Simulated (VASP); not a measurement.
# Te2I3 (P6/mmm) in VASP: a series of runs

The runs below take Te2I3 through single point, with PBE.

Everything below comes from runs of VASP 6.6.1. Logs are shortened: lines on timing, memory, paths and dates and some standing lists are left out, and cuts for length are marked.

## 1. The cell of the first run

Symmetry: P6/mmm, No. 191, hexagonal system. Conventional cell: a = 6.496 Å, b = 6.496 Å, c = 6.075 Å, α = 90.00°, β = 90.00°, γ = 120.00°. Te (site symmetry -6m2) has 6 I at 3.57 Å and 3 Te at 3.75 Å within 4.7 Å. I (site symmetry mmm) has 4 I at 3.25 Å and 4 Te at 3.57 Å within 4.3 Å.

## 2. Single point, PBE

The input, INCAR:

```
SYSTEM = Te2I3
  ALGO = Normal
  EDIFF = 1E-6
  ENCUT = 520
  GGA = PE
  ISIF = 2
  ISMEAR = 0
  LASPH = .TRUE.
  LCHARG = .FALSE.
  LREAL = .FALSE.
  LWAVE = .FALSE.
  NBANDS = 24
  NELM = 60
  PREC = Accurate
  SIGMA = 0.1
```

The input, KPOINTS:

```
k-points
0
G
  3 3 4
  0 0 0
```

The input, POSCAR:

```
Te2I3
1.0
    6.4962632640      0.0000000000      0.0000000000
   -3.2481316320      5.6259290163      0.0000000000
    0.0000000000      0.0000000000      6.0748465284
Te I
2 3
Direct
    0.3333333333      0.6666666667      0.5000000000
    0.6666666667      0.3333333333      0.5000000000
    0.5000000000      0.0000000000      0.0000000000
    0.0000000000      0.5000000000      0.0000000000
    0.5000000000      0.5000000000      0.0000000000
```

Potentials or basis: VASP PAW PBE potentials, release 64 (Te, I).

Started as:

```console
$ cat potpaw_PBE.64/Te/POTCAR potpaw_PBE.64/I/POTCAR > POTCAR
$ mpirun -np 1 vasp_std > vasp.out
```

OUTCAR:

```text
SYSTEM = Te2I3
   EDIFF = 1E-6
   ENCUT = 520
   GGA = PE
   ISIF = 2
   ISMEAR = 0
   LASPH = .TRUE.
   LREAL = .FALSE.
   NELM = 60
   PREC = Accurate

 ion  position               nearest neighbor table
   1  0.333  0.667  0.500-   4 3.57   4 3.57   3 3.57   3 3.57   5 3.57   5 3.57
   2  0.667  0.333  0.500-   4 3.57   4 3.57   3 3.57   3 3.57   5 3.57   5 3.57
   3  0.500  0.000  0.000-   4 3.25   5 3.25   5 3.25   4 3.25   1 3.57   2 3.57   1 3.57   2 3.57

   4  0.000  0.500  0.000-   5 3.25   5 3.25   3 3.25   3 3.25   1 3.57   2 3.57   1 3.57   2 3.57

   5  0.500  0.500  0.000-   4 3.25   4 3.25   3 3.25   3 3.25   1 3.57   2 3.57   1 3.57   2 3.57

  LATTYP: Found a hexagonal cell.
 ALAT       =     6.4962632640
 C/A-ratio  =     0.9351293631

  Lattice vectors:

 A1 = (   6.4962632640,   0.0000000000,   0.0000000000)
 A2 = (  -3.2481316320,   5.6259290163,   0.0000000000)
 A3 = (   0.0000000000,   0.0000000000,   6.0748465284)

Analysis of symmetry for initial positions (statically):
=====================================================================
 Subroutine PRICEL returns:
 Original cell was already a primitive cell.

 Routine SETGRP: Setting up the symmetry group for a
 hexagonal supercell.

 Subroutine GETGRP returns: Found 24 space group operations
 (whereof 24 operations were pure point group operations)
 out of a pool of 24 trial point group operations.

The static configuration has the point symmetry D_6h.

Analysis of symmetry for dynamics (positions and initial velocities):
=====================================================================
 Subroutine PRICEL returns:
 Original cell was already a primitive cell.

 Routine SETGRP: Setting up the symmetry group for a
 hexagonal supercell.

 Subroutine GETGRP returns: Found 24 space group operations
 (whereof 24 operations were pure point group operations)
 out of a pool of 24 trial point group operations.

The dynamic configuration has the point symmetry D_6h.

 Subroutine INISYM returns: Found 24 space group operations
 (whereof 24 operations are pure point group operations),
 and found     1 'primitive' translations

----------------------------------------------------------------------------------------

                                     Primitive cell

  volume of cell :     222.0206

  direct lattice vectors                    reciprocal lattice vectors
     6.496263264  0.000000000  0.000000000     0.153934648  0.088874211  0.000000000
    -3.248131632  5.625929016  0.000000000     0.000000000  0.177748421  0.000000000
     0.000000000  0.000000000  6.074846528     0.000000000  0.000000000  0.164613212

  length of vectors
     6.496263264  6.496263264  6.074846528     0.177748421  0.177748421  0.164613212

  position of ions in fractional coordinates (direct lattice)
     0.333333333  0.666666667  0.500000000
     0.666666667  0.333333333  0.500000000
     0.500000000  0.000000000  0.000000000
     0.000000000  0.500000000  0.000000000
     0.500000000  0.500000000  0.000000000

  ion indices of the primitive-cell ions
   primitive index   ion index
                 1           1
                 2           2
                 3           3
                 4           4
                 5           5

----------------------------------------------------------------------------------------

 KPOINTS: k-points

Automatic generation of k-mesh.
 Grid dimensions read from file:
 generate k-points for:    3    3    4

 Generating k-lattice:

  Cartesian coordinates                     Fractional coordinates (reciprocal lattice)
     0.051311549  0.029624737  0.000000000     0.333333333  0.000000000  0.000000000
     0.000000000  0.059249474  0.000000000     0.000000000  0.333333333  0.000000000
     0.000000000  0.000000000  0.041153303     0.000000000  0.000000000  0.250000000

  Length of vectors
     0.059249474  0.059249474  0.041153303

  Shift w.r.t. Gamma in fractional coordinates (k-lattice)
     0.000000000  0.000000000  0.000000000

 Subroutine IBZKPT returns following result:
 ===========================================

 Found      9 irreducible k-points:

 Following reciprocal coordinates:
            Coordinates               Weight
  0.000000  0.000000  0.000000      1.000000
  0.333333 -0.000000  0.000000      6.000000
  0.333333  0.333333  0.000000      2.000000
  0.000000  0.000000  0.250000      2.000000
  0.333333 -0.000000  0.250000     12.000000
  0.333333  0.333333  0.250000      4.000000
  0.000000  0.000000  0.500000      1.000000
  0.333333 -0.000000  0.500000      6.000000
  0.333333  0.333333  0.500000      2.000000
   k-points           NKPTS =      9   k-points in BZ     NKDIM =      9   number of bands    NBANDS=     24
   number of dos      NEDOS =    301   number of ions     NIONS =      5
   total plane-waves  NPLWV = 110592
   dimension x,y,z NGX =    48 NGY =   48 NGZ =   48
   dimension x,y,z NGXF=    96 NGYF=   96 NGZF=   96
   ions per type =               2   3
   NGX,Y,Z   is equivalent  to a cutoff of  12.28, 12.28, 13.14 a.u.
   NGXF,Y,Z  is equivalent  to a cutoff of  24.57, 24.57, 26.27 a.u.
 SYSTEM =  Te2I3
   PREC   = accura    normal or accurate (medium, high low for compatibility)
   ISTART =      0    job   : 0-new  1-cont  2-samecut
   ICHARG =      2    charge: 1-file 2-atom 10-const
   ISPIN  =      1    spin polarized calculation?
   LNONCOLLINEAR =      F non collinear calculations
   LSORBIT =      F    spin-orbit coupling
   LASPH  =      T    aspherical Exc in radial PAW
   ENCUT  =  520.0 eV  38.22 Ry    6.18 a.u.  12.08 12.08 11.30*2*pi/ulx,y,z
   NELM   =     60;   NELMIN=  2; NELMDL= -5     # of ELM steps
   EDIFF  = 0.1E-05   stopping-criterion for ELM
   LREAL  =      F    real-space projection
   EDIFFG = 0.1E-04   stopping-criterion for IOM
   NSW    =      0    number of steps for IOM
   IBRION =     -1    ionic relax: 0-MD 1-quasi-New 2-CG
   NFREE  =      0    steps in history (QN), initial steepest desc. (CG)
   ISIF   =      2    stress and relaxation
   ISYM   =      2    0-nonsym 1-usesym 2-fastsym
   POTIM  = 0.5000    time-step for ionic-motion
   TEBEG  =    0.0;   TEEND  =   0.0 temperature during run
   PSTRESS=    0.0 pullay stress
   NELECT =      33.0000    total number of electrons
   NUPDOWN=      -1.0000    fix difference up-down
   EMIN   =  10.00;   EMAX   =-10.00  energy-range for DOS
   EFERMI =   0.00;   METHOD = LEGACY
   ISMEAR =     0;   SIGMA  =   0.10  broadening in eV -4-tet -1-fermi 0-gaus
   EFERMI_NEDOS =   21; number of points for ismear=-14 and -15
   IALGO  =     38    algorithm
   IMIX   =      4    mixing-type and parameters
     AMIX     =   0.40;   BMIX     =  1.00
     AMIX_MAG =   1.60;   BMIX_MAG =  1.00
  volume/ion in A,a.u.               =      44.40       299.65
  Fermi-wavevector in a.u.,A,eV,Ry     =   0.867192  1.638755 10.231872  0.752021
  Thomas-Fermi vector in A             =   1.985690
   LORBIT       =      0    0 simple, 1 ext, 2 COOP (PROOUT), +10 PAW based schemes
   GGA     = PE    functional components
   LHFCALC =     F    Hartree Fock is set to
   AEXX    =    0.0000 exact exchange contribution
   IVDW    =     0    specifies the selected vdW correction
   LEPSILON=     F    determine dielectric tensor
   LRPA    =     F    only Hartree local field effects (RPA)
 non-spin polarized calculation
 Gauss-broadening in eV      SIGMA  =   0.10
  energy-cutoff  :      520.00
  volume of cell :      222.02
 maximum number of plane-waves:      5988
   NGX = 25   NGY = 25   NGZ = 23

 number of electron      32.9999999 magnetization

 Free energy of the ion-electron system (eV)
  ---------------------------------------------------
  ext. energy  EPLUGINS =         0.00000000
  ---------------------------------------------------
  free energy    TOTEN  =        -7.66761298 eV

  energy without entropy =       -7.63448857  energy(sigma->0) =       -7.65105077

 E-fermi :   2.9255     XC(G=0):  -7.6644

 val. band max:        2.8782352598   @ k =   0.3333  -0.0000   0.5000
 cond. band min:       2.9774257540   @ k =   0.0000   0.0000   0.0000
 fundamental gap:      0.0991904943
 Fermi energy:         2.9254954745

 k-point     1 :       0.0000    0.0000    0.0000
  band No.  band energies     occupation
      1     -11.1662      2.00000
      2      -9.1977      2.00000
      3      -9.1977      2.00000
      4      -7.5129      2.00000
      5      -6.9670      2.00000
      6      -2.7884      2.00000
[... 16 lines left out ...]
     23       8.5246      0.00000
     24       9.3931      0.00000

 k-point     2 :       0.3333   -0.0000    0.0000
  band No.  band energies     occupation
      1     -10.8658      2.00000
      2      -9.8034      2.00000
      3      -9.2239      2.00000
      4      -7.3631      2.00000
      5      -6.9984      2.00000
      6      -2.0852      2.00000
[... 16 lines left out ...]
     23       9.2266      0.00000
     24       9.3168      0.00000

 k-point     3 :       0.3333    0.3333    0.0000
  band No.  band energies     occupation
      1     -10.3924      2.00000
      2     -10.3924      2.00000
      3      -9.2533      2.00000
      4      -7.1631      2.00000
      5      -7.1631      2.00000
      6      -1.1243      2.00000
[... 16 lines left out ...]
     23       9.8403      0.00000
     24       9.8445      0.00000
[... 109 lines left out ...]
 k-point     8 :       0.3333   -0.0000    0.5000
  band No.  band energies     occupation
      1     -10.7735      2.00000
      2      -9.7414      2.00000
      3      -9.2091      2.00000
      4      -7.7339      2.00000
      5      -7.1246      2.00000
      6      -2.4233      2.00000
[... 16 lines left out ...]
     23       9.0412      0.00000
     24       9.1473      0.00000

 k-point     9 :       0.3333    0.3333    0.5000
  band No.  band energies     occupation
      1     -10.3084      2.00000
      2     -10.3084      2.00000
      3      -9.2380      2.00000
      4      -7.4474      2.00000
      5      -7.4474      2.00000
      6      -1.1757      2.00000
[... 16 lines left out ...]
     23       9.9746      0.00000
     24       9.9756      0.00000

------------------------ aborting loop because EDIFF is reached ----------------------------------------

  FORCE on cell =-STRESS in cart. coord.  units (eV):
  Direction    XX          YY          ZZ          XY          YZ          ZX
  --------------------------------------------------------------------------------------
  -------------------------------------------------------------------------------------
  Total       -0.3372972     -0.3372972      0.1962292      0.0000000     -0.0000000      0.0000000
  in kB       -2.4340538     -2.4340538      1.4160578      0.0000000     -0.0000000      0.0000000
  external PRESSURE =      -1.1506833 kB  Pullay stress =       0.0000000 kB

 VOLUME and BASIS-vectors are now :
 -----------------------------------------------------------------------------
  energy-cutoff  :      520.00
  volume of cell :      222.02
      direct lattice vectors                 reciprocal lattice vectors
     6.496263264  0.000000000  0.000000000     0.153934648  0.088874211  0.000000000
    -3.248131632  5.625929016  0.000000000     0.000000000  0.177748421  0.000000000
     0.000000000  0.000000000  6.074846528     0.000000000  0.000000000  0.164613212

 POSITION                                       TOTAL-FORCE (eV/Angst)
 -----------------------------------------------------------------------------------
     -0.00000      3.75062      3.03742        -0.000000      0.000000     -0.000000
      3.24813      1.87531      3.03742         0.000000     -0.000000      0.000000
      3.24813      0.00000      0.00000        -0.000000      0.000000      0.000000
     -1.62407      2.81296      0.00000        -0.000000      0.000000      0.000000
      1.62407      2.81296      0.00000        -0.000000      0.000000      0.000000
 -----------------------------------------------------------------------------------
    total drift:                               -0.000000      0.000000      0.000000

  FREE ENERGIE OF THE ION-ELECTRON SYSTEM (eV)
  ---------------------------------------------------
  free  energy   TOTEN  =        -7.6676129830 eV

  energy  without entropy=       -7.6344885659  energy(sigma->0) =       -7.65105077
```

Run time: 20 s. Hardware: 1 thread of Intel Xeon 6975P-C (Granite Rapids), shared host; peak memory 0.32 GiB.

Results:

```
Free energy : -7.6676 eV
Pressure    : -0.1 GPa
```

Stress tensor (GPa, compression positive):
```
-0.24  0.00  0.00
 0.00 -0.24  0.00
 0.00  0.00  0.14
```

Levels at points of the mesh, in eV from the Fermi level:
| k point | band 12 | band 13 | band 14 | band 15 | band 16 | band 17 | band 18 | band 19 | band 20 | band 21 |
| --- | --- | --- | --- | --- | --- | --- | --- | --- | --- | --- |
| (0.00, 0.00, 0.00) | -1.96 | -1.96 | -1.40 | 0.05 | 0.05 | 0.26 | 1.07 | 1.07 | 1.58 | 3.35 |
| (0.00, 0.00, 0.50) | -1.37 | -0.24 | -0.24 | 0.10 | 0.10 | 0.14 | 0.27 | 0.97 | 0.97 | 3.94 |

Caveat: the k points lie up to 0.37 Å⁻¹ apart; spin-orbit coupling is left out, which moves the levels of the heavy elements; this functional lacks dispersion, which binds the layers, so the pressure and a relaxed spacing across them are unreliable; an odd number of electrons without spin polarisation forces a metal; a magnetic or distorted state may lie lower.

(Continued in part 2 of 2.)
